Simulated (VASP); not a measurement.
# Al (P6_3/mmc) in VASP: further runs

Al is run at these levels: PBE+D3(BJ); tasks: single point.

Everything below comes from runs of VASP 6.6.1. Logs are shortened: lines on timing, memory, paths and dates and some standing lists are left out, and cuts for length are marked.

## (1) The cell of the first run

The structure is hexagonal, space group P6_3/mmc (No. 194). The conventional cell has a = 2.798 Å, b = 2.798 Å, c = 8.755 Å, α = 90.00°, β = 90.00°, γ = 120.00°. Within 3.6 Å of Al (site symmetry -3m) lie 12 Al at 2.72 to 2.80 Å. Al (site symmetry -6m2) has 12 Al at 2.72 to 2.80 Å within 3.6 Å.

This isn't the form of Al at room conditions, which is fcc.

## (2) Single point, PBE+D3(BJ) (14.84 Å³/atom)

The input, INCAR:

```
SYSTEM = Al
ALGO = Fast
EDIFF = 1E-7
ENCUT = 520
GGA = PE
ISIF = 2
ISMEAR = 0
IVDW = 12
LASPH = .TRUE.
LCHARG = .FALSE.
LREAL = .FALSE.
LWAVE = .FALSE.
NBANDS = 14
NELM = 100
PREC = Accurate
SIGMA = 0.15
```

The input, KPOINTS:

```
k-points
0
G
  18 18 6
  0 0 0
```

The input, POSCAR:

```
Al
1.0
    2.7979386269      0.0000000000      0.0000000000
   -1.3989693134      2.4230859291      0.0000000000
    0.0000000000      0.0000000000      8.7550297574
Al
4
Direct
    0.0000000000      0.0000000000      0.0000000000
    0.3333333333      0.6666666667      0.2500000000
    0.0000000000      0.0000000000      0.5000000000
    0.6666666667      0.3333333333      0.7500000000
```

Potentials or basis: VASP PAW PBE potentials, release 64 (Al).

On the command line:

```
> cat potpaw_PBE.64/Al/POTCAR > POTCAR
> mpirun -np 1 vasp_std > vasp.out
```

OUTCAR:

```text
SYSTEM = Al
   EDIFF = 1E-7
   ENCUT = 520
   GGA = PE
   ISIF = 2
   ISMEAR = 0
   IVDW = 12
   LASPH = .TRUE.
   LREAL = .FALSE.
   NELM = 100
   PREC = Accurate
 IVDW          = 12

 ion  position               nearest neighbor table
   1  0.000  0.000  0.000-   2 2.72   4 2.72   2 2.72   4 2.72   4 2.72   2 2.72
   2  0.333  0.667  0.250-   1 2.72   3 2.72   1 2.72   3 2.72   1 2.72   3 2.72
   3  0.000  0.000  0.500-   2 2.72   4 2.72   2 2.72   4 2.72   4 2.72   2 2.72
   4  0.667  0.333  0.750-   1 2.72   3 2.72   1 2.72   3 2.72   1 2.72   3 2.72

  LATTYP: Found a hexagonal cell.
 ALAT       =     2.7979386269
 C/A-ratio  =     3.1291000000

  Lattice vectors:

 A1 = (   2.7979386269,   0.0000000000,   0.0000000000)
 A2 = (  -1.3989693134,   2.4230859291,   0.0000000000)
 A3 = (   0.0000000000,   0.0000000000,   8.7550297574)

Analysis of symmetry for initial positions (statically):
=====================================================================
 Subroutine PRICEL returns:
 Original cell was already a primitive cell.

 Routine SETGRP: Setting up the symmetry group for a
 hexagonal supercell.

 Subroutine GETGRP returns: Found 24 space group operations
 (whereof 12 operations were pure point group operations)
 out of a pool of 24 trial point group operations.

The static configuration has the point symmetry D_3d.
 The point group associated with its full space group is D_6h.

Analysis of symmetry for dynamics (positions and initial velocities):
=====================================================================
 Subroutine PRICEL returns:
 Original cell was already a primitive cell.

 Routine SETGRP: Setting up the symmetry group for a
 hexagonal supercell.

 Subroutine GETGRP returns: Found 24 space group operations
 (whereof 12 operations were pure point group operations)
 out of a pool of 24 trial point group operations.

The dynamic configuration has the point symmetry D_3d.
 The point group associated with its full space group is D_6h.

 Subroutine INISYM returns: Found 24 space group operations
 (whereof 12 operations are pure point group operations),
 and found     1 'primitive' translations

----------------------------------------------------------------------------------------

                                     Primitive cell

  volume of cell :      59.3560

  direct lattice vectors                    reciprocal lattice vectors
     2.797938627  0.000000000  0.000000000     0.357405981  0.206348439  0.000000000
    -1.398969313  2.423085929  0.000000000     0.000000000  0.412696879  0.000000000
     0.000000000  0.000000000  8.755029757     0.000000000  0.000000000  0.114220057

  length of vectors
     2.797938627  2.797938627  8.755029757     0.412696879  0.412696879  0.114220057

  position of ions in fractional coordinates (direct lattice)
     0.000000000  0.000000000  0.000000000
     0.333333333  0.666666667  0.250000000
     0.000000000  0.000000000  0.500000000
     0.666666667  0.333333333  0.750000000

  ion indices of the primitive-cell ions
   primitive index   ion index
                 1           1
                 2           2
                 3           3
                 4           4

----------------------------------------------------------------------------------------

 KPOINTS: k-points

Automatic generation of k-mesh.
 Grid dimensions read from file:
 generate k-points for:   18   18    6

 Generating k-lattice:

  Cartesian coordinates                     Fractional coordinates (reciprocal lattice)
     0.019855888  0.011463802  0.000000000     0.055555556  0.000000000  0.000000000
     0.000000000  0.022927604  0.000000000     0.000000000  0.055555556  0.000000000
     0.000000000  0.000000000  0.019036676     0.000000000  0.000000000  0.166666667

  Length of vectors
     0.022927604  0.022927604  0.019036676

  Shift w.r.t. Gamma in fractional coordinates (k-lattice)
     0.000000000  0.000000000  0.000000000

 Subroutine IBZKPT returns following result:
 ===========================================

 Found    148 irreducible k-points:

 Following reciprocal coordinates:
            Coordinates               Weight
  0.000000  0.000000  0.000000      1.000000
  0.055556 -0.000000  0.000000      6.000000
  0.111111 -0.000000  0.000000      6.000000
  0.166667  0.000000  0.000000      6.000000
  0.222222 -0.000000  0.000000      6.000000
  0.277778 -0.000000  0.000000      6.000000
[... 16 lines left out ...]
  0.333333  0.111111  0.000000     12.000000
  0.388889  0.111111  0.000000     12.000000
 [... further k-points ...]
   k-points           NKPTS =    148   k-points in BZ     NKDIM =    148   number of bands    NBANDS=     14
   number of dos      NEDOS =    301   number of ions     NIONS =      4
   total plane-waves  NPLWV =  40320
   dimension x,y,z NGX =    24 NGY =   24 NGZ =   70
   dimension x,y,z NGXF=    48 NGYF=   48 NGZF=  140
   ions per type =               4
   NGX,Y,Z   is equivalent  to a cutoff of  14.26, 14.26, 13.29 a.u.
   NGXF,Y,Z  is equivalent  to a cutoff of  28.52, 28.52, 26.58 a.u.
 SYSTEM =  Al
   PREC   = accura    normal or accurate (medium, high low for compatibility)
   ISTART =      0    job   : 0-new  1-cont  2-samecut
   ICHARG =      2    charge: 1-file 2-atom 10-const
   ISPIN  =      1    spin polarized calculation?
   LNONCOLLINEAR =      F non collinear calculations
   LSORBIT =      F    spin-orbit coupling
   LASPH  =      T    aspherical Exc in radial PAW
   ENCUT  =  520.0 eV  38.22 Ry    6.18 a.u.   5.20  5.20 16.28*2*pi/ulx,y,z
   NELM   =    100;   NELMIN=  2; NELMDL= -5     # of ELM steps
   EDIFF  = 0.1E-06   stopping-criterion for ELM
   LREAL  =      F    real-space projection
   EDIFFG = 0.1E-05   stopping-criterion for IOM
   NSW    =      0    number of steps for IOM
   IBRION =     -1    ionic relax: 0-MD 1-quasi-New 2-CG
   NFREE  =      0    steps in history (QN), initial steepest desc. (CG)
   ISIF   =      2    stress and relaxation
   ISYM   =      2    0-nonsym 1-usesym 2-fastsym
   POTIM  = 0.5000    time-step for ionic-motion
   TEBEG  =    0.0;   TEEND  =   0.0 temperature during run
   PSTRESS=    0.0 pullay stress
   NELECT =      12.0000    total number of electrons
   NUPDOWN=      -1.0000    fix difference up-down
   EMIN   =  10.00;   EMAX   =-10.00  energy-range for DOS
   EFERMI =   0.00;   METHOD = LEGACY
   ISMEAR =     0;   SIGMA  =   0.15  broadening in eV -4-tet -1-fermi 0-gaus
   EFERMI_NEDOS =   21; number of points for ismear=-14 and -15
   IALGO  =     68    algorithm
   IMIX   =      4    mixing-type and parameters
     AMIX     =   0.40;   BMIX     =  1.00
     AMIX_MAG =   1.60;   BMIX_MAG =  1.00
  volume/ion in A,a.u.               =      14.84       100.14
  Fermi-wavevector in a.u.,A,eV,Ry     =   0.960831  1.815707 12.560849  0.923196
  Thomas-Fermi vector in A             =   2.090150
   LORBIT       =      0    0 simple, 1 ext, 2 COOP (PROOUT), +10 PAW based schemes
   GGA     = PE    functional components
   LHFCALC =     F    Hartree Fock is set to
   AEXX    =    0.0000 exact exchange contribution
   IVDW    =    12    specifies the selected vdW correction
   LEPSILON=     F    determine dielectric tensor
   LRPA    =     F    only Hartree local field effects (RPA)
 non-spin polarized calculation
 RMM-DIIS sequential band-by-band and
 Gauss-broadening in eV      SIGMA  =   0.15
  energy-cutoff  :      520.00
  volume of cell :       59.36
 maximum number of plane-waves:      1613
 NGX is ok and might be reduce to    24
   NGX = 11   NGY = 11   NGZ = 33

 number of electron      12.0000000 magnetization

 Free energy of the ion-electron system (eV)
  ---------------------------------------------------
  ext. energy  EPLUGINS =         0.00000000
  ---------------------------------------------------
  free energy    TOTEN  =       -14.70061576 eV

  energy without entropy =      -14.68458436  energy(sigma->0) =      -14.69260006

 E-fermi :   9.1506     XC(G=0): -10.5867

 val. band max:        9.1462567142   @ k =   0.1111  -0.0000   0.5000
 cond. band min:       9.1550639575   @ k =   0.2222   0.1111   0.3333
 fundamental gap:      0.0088072433
 Fermi energy:         9.1506403574

 k-point     1 :       0.0000    0.0000    0.0000
  band No.  band energies     occupation
      1      -2.7380      2.00000
      2      -0.8229      2.00000
      3      -0.8228      2.00000
      4       4.3991      2.00000
      5       5.1770      2.00000
      6      13.6663      0.00000
      7      13.6916      0.00000
      8      19.9586      0.00000
      9      19.9586      0.00000
     10      20.0980      0.00000
     11      20.0980      0.00000
     12      21.0879      0.00000
     13      21.0960      0.00000
     14      21.2603      0.00000

 k-point     2 :       0.0556   -0.0000    0.0000
  band No.  band energies     occupation
      1      -2.6603      2.00000
      2      -0.7463      2.00000
      3      -0.7463      2.00000
      4       4.4701      2.00000
      5       5.2517      2.00000
      6      13.7171      0.00000
      7      13.7498      0.00000
      8      18.3019      0.00000
      9      18.9075      0.00000
     10      19.7651      0.00000
     11      19.8503      0.00000
     12      20.3024      0.00000
     13      20.4290      0.00000
     14      20.4740      0.00000
[... 343 lines left out ...]
      1       1.2423      2.00000
      2       3.0849      2.00000
      3       3.0922      2.00000
      4       6.4697      2.00000
      5       7.9136      2.00000
      6       8.2632      2.00000
      7       8.6256      2.00000
      8       9.3589      0.04964
      9      11.8200      0.00000
     10      13.1079      0.00000
     11      13.6653      0.00000
     12      13.7964      0.00000
     13      14.8070      0.00000
     14      17.4780      0.00000

 k-point    24 :       0.3889    0.1111    0.0000
  band No.  band energies     occupation
      1       2.3663      2.00000
      2       4.1633      2.00000
      3       4.1821      2.00000
      4       5.0123      2.00000
      5       6.8872      2.00000
      6       6.9122      2.00000
      7       9.2202      0.51200
      8      10.0828      0.00000
      9      11.4957      0.00000
     10      11.7642      0.00000
     11      13.1673      0.00000
     12      13.4727      0.00000
     13      13.9556      0.00000
     14      18.1581      0.00000

 [... further k-points ...]

------------------------ aborting loop because EDIFF is reached ----------------------------------------

 Edisp (eV)   -1.50244

 E8    (eV) :    -0.6730

  FORCE on cell =-STRESS in cart. coord.  units (eV):
  Direction    XX          YY          ZZ          XY          YZ          ZX
  --------------------------------------------------------------------------------------
  -------------------------------------------------------------------------------------
  Total       1.81390     1.81390     3.86313     0.00000     0.00000     0.00000
  in kB      48.96211    48.96211   104.27628     0.00000     0.00000     0.00000
  external pressure =       67.40 kB  Pullay stress =        0.00 kB

 VOLUME and BASIS-vectors are now :
 -----------------------------------------------------------------------------
  energy-cutoff  :      520.00
  volume of cell :       59.36
      direct lattice vectors                 reciprocal lattice vectors
     2.797938627  0.000000000  0.000000000     0.357405981  0.206348439  0.000000000
    -1.398969313  2.423085929  0.000000000     0.000000000  0.412696879  0.000000000
     0.000000000  0.000000000  8.755029757     0.000000000  0.000000000  0.114220057

 POSITION                                       TOTAL-FORCE (eV/Angst)
 -----------------------------------------------------------------------------------
      0.00000      0.00000      0.00000        -0.000000      0.000000      0.000000
     -0.00000      1.61539      2.18876         0.000000     -0.000000     -0.000000
      0.00000      0.00000      4.37751        -0.000000      0.000000      0.000000
      1.39897      0.80770      6.56627        -0.000000      0.000000      0.000000
 -----------------------------------------------------------------------------------
    total drift:                               -0.000000      0.000000      0.000000

  FREE ENERGIE OF THE ION-ELECTRON SYSTEM (eV)
  ---------------------------------------------------
  free  energy   TOTEN  =       -16.2030584177 eV

  energy  without entropy=      -16.1870270111  energy(sigma->0) =      -16.19504271
```

Wall time 45 s (1 thread of Intel Xeon 6975P-C (Granite Rapids), shared host); peak memory 0.24 GiB.

Results:

* Free energy: -16.2031 eV
* Pressure: 6.7 GPa
* Band gap on the k mesh: zero (bands 6 and 7 overlap by 6.47 eV)
* Dispersion energy per atom: -0.376 eV

Stress tensor (GPa, compression positive):
```
 4.90  0.00  0.00
 0.00  4.90  0.00
 0.00  0.00 10.43
```

Levels at points of the mesh, in eV from the Fermi level:
```tsv
k point	band 4	band 5	band 6	band 7	band 8	band 9
(0.00, 0.00, 0.00)	-4.75	-3.97	4.52	4.54	10.81	10.81
(0.50, 0.00, 0.00)	-4.24	-3.54	-3.47	0.86	1.28	1.93
(0.00, 0.00, 0.50)	-7.62	-0.28	-0.28	9.87	9.87	11.17
(0.50, 0.00, 0.50)	-5.25	-1.94	-1.94	-1.21	-1.21	5.07
```

Caveat: the cell stands under pressure.

## (3) Single point, PBE+D3(BJ) (14.84 Å³/atom)

The input, INCAR:

```
SYSTEM = Al
PREC = Accurate
ENCUT = 520
EDIFF = 1E-6
ISMEAR = 0
SIGMA = 0.15
LREAL = .False.
LASPH = .True.
NELM = 100
ALGO = Fast
ISIF = 2
LWAVE = .False.
LCHARG = .True.
GGA = PE
IVDW = 12
LELF = .True.
LVHAR = .True.
NBANDS = 14
```

The input, KPOINTS:

```
regular mesh
0
Gamma
  18 18 6
  0 0 0
```

The input, POSCAR:

```
Al
1.0
    2.6808165621      0.0000000000      0.0000000000
   -1.3404082811      2.3216552457      0.0000000000
    0.0000000000      0.0000000000      9.5367368381
Al
4
Direct
    0.0000000000      0.0000000000      0.0000000000
    0.3333333333      0.6666666667      0.2500000000
    0.0000000000      0.0000000000      0.5000000000
    0.6666666667      0.3333333333      0.7500000000
```

Potentials or basis: VASP PAW PBE potentials, release 64 (Al).

On the command line:

```
> cat potpaw_PBE.64/Al/POTCAR > POTCAR
> mpirun -np 1 vasp_std > vasp.out
```

Wall time 43 s (1 thread of Intel Xeon 6975P-C (Granite Rapids), shared host); peak memory 0.23 GiB.

Results (log left out):

```
Free energy                : -16.1365 eV
Pressure                   : 7.6 GPa
Band gap on the k mesh     : zero (bands 6 and 7 overlap by 4.45 eV)
Dispersion energy per atom : -0.376 eV
```

Stress tensor (GPa, compression positive):
```
10.90  0.00  0.00
 0.00 10.90  0.00
 0.00  0.00  1.13
```

Levels at points of the mesh, in eV from the Fermi level:
```tsv
k point	band 4	band 5	band 6	band 7	band 8	band 9
(0.00, 0.00, 0.00)	-5.56	-5.43	2.09	2.10	11.24	12.78
(0.50, 0.00, 0.00)	-4.01	-3.20	-3.13	0.81	0.85	1.15
(0.00, 0.00, 0.50)	-8.24	-2.03	-2.03	6.81	6.81	13.01
(0.50, 0.00, 0.50)	-4.72	-1.96	-1.96	-1.25	-1.25	4.16
```

Caveat: the cell stands under pressure.

## (4) Single point, PBE+D3(BJ) (14.84 Å³/atom)

The input, INCAR:

```
PREC = Accurate ; ENCUT = 520
EDIFF = 1E-6 ; ISMEAR = 0
SIGMA = 0.15 ; LREAL = False
LASPH = True ; NELM = 100
ALGO = Fast ; ISIF = 2
LWAVE = False ; LCHARG = True
GGA = PE ; IVDW = 12
LELF = True ; LVHAR = True
NBANDS = 14
```

The input, KPOINTS:

```
regular mesh
0
Gamma
  18 18 6
```

The input, POSCAR:

```
Al
1.0
    2.8279909309      0.0000000000      0.0000000000
   -1.4139954654      2.4491119878      0.0000000000
    0.0000000000      0.0000000000      8.5699437169
Al
4
Direct
    0.0000000000      0.0000000000      0.0000000000
    0.3333333333      0.6666666667      0.2500000000
    0.0000000000      0.0000000000      0.5000000000
    0.6666666667      0.3333333333      0.7500000000
```

On the command line:

```
> cat potpaw_PBE.64/Al/POTCAR > POTCAR
> mpirun -np 1 vasp_std > vasp.out
```

Run time: 38 s. Hardware: 1 thread of Intel Xeon 6975P-C (Granite Rapids), shared host; peak memory 0.23 GiB.

Results (log left out):

```
Free energy                : -16.1472 eV
Pressure                   : 7.3 GPa
Band gap on the k mesh     : zero (bands 6 and 7 overlap by 7.12 eV)
Dispersion energy per atom : -0.376 eV
```

Stress tensor (GPa, compression positive):
```
 4.37  0.00  0.00
 0.00  4.37  0.00
 0.00  0.00 13.20
```

Levels at points of the mesh, in eV from the Fermi level:
| k point | band 2 | band 3 | band 4 | band 5 | band 6 | band 7 | band 8 | band 9 | band 10 | band 11 |
| --- | --- | --- | --- | --- | --- | --- | --- | --- | --- | --- |
| (0.00, 0.00, 0.00) | -9.90 | -9.89 | -4.53 | -3.55 | 5.18 | 5.22 | 10.28 | 10.28 | 10.48 | 10.48 |
| (0.50, 0.00, 0.00) | -5.82 | -4.36 | -4.27 | -3.62 | -3.52 | 0.93 | 1.36 | 2.24 | 2.41 | 5.16 |
| (0.00, 0.00, 0.50) | -11.39 | -7.45 | -7.45 | 0.22 | 0.22 | 10.63 | 10.63 | 10.66 | 10.66 | 10.66 |
| (0.50, 0.00, 0.50) | -5.46 | -5.35 | -5.35 | -1.91 | -1.91 | -1.17 | -1.17 | 5.19 | 5.19 | 5.58 |

Caveat: the cell stands under pressure.

## (5) The runs side by side

```csv
cell,further INCAR settings,gap on the mesh (eV),pressure (GPa)
"a = 2.798, b = 2.798, c = 8.755 Å, angles 90.0, 90.0, 120.0°, 4 atoms",ALGO = Fast; EDIFF = 1e-07; NBANDS = 14,none,6.7
"a = 2.681, b = 2.681, c = 9.537 Å, angles 90.0, 90.0, 120.0°, 4 atoms",ALGO = Fast; EDIFF = 1e-06; NBANDS = 14,none,7.6
"a = 2.828, b = 2.828, c = 8.570 Å, angles 90.0, 90.0, 120.0°, 4 atoms",ALGO = Fast; EDIFF = 1e-06; NBANDS = 14,none,7.3
```

Alike in all rows: task single point; level PBE+D3(BJ); potentials or basis VASP PAW PBE potentials, release 64 (Al); no spin polarisation; k mesh 18 × 18 × 6; cutoff (eV) 520; smearing gaussian 0.15 eV.

Caveats: the cell stands under pressure.

Absolute energies hang on the potentials; compare differences alone.
